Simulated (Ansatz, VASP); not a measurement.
# One calculation of FeO, two programs

```
Fe O
1.0
     1.51882    0.87689    2.51958
    -1.51882    0.87689    2.51958
     0.00000   -1.75378    2.51958
Fe O
1 1
Cartesian
  0.0000 0.0000 0.0000
  0.0000 0.0000 3.7794
```

Alike in both runs: task single point; functional PBE; k mesh 11 × 11 × 11; occupations fermi-dirac, width 0.05 eV; no spin polarisation.

```csv
,VASP,Ansatz
version,VASP 6.6.1,Ansatz 0.2.0
potentials or method,"VASP PAW PBE potentials, release 64 (Fe_sv, O)",Ansatz PAW
plane-wave cutoff (eV),700,420
valence electrons in the cell,22,22
```

Ansatz gave:

- gap on the k mesh at the Fermi level (eV): none
- pressure (GPa): -26.2
- traceless stress, the component that is largest in VASP (GPa): 0.10

Q: Which values does VASP return?

A: gap on the k mesh at the Fermi level (eV): none; pressure (GPa): -27.0; traceless stress, the component that is largest in VASP (GPa): 0.09.

A gap of «none» marks a metal or a gap that the smearing closes.
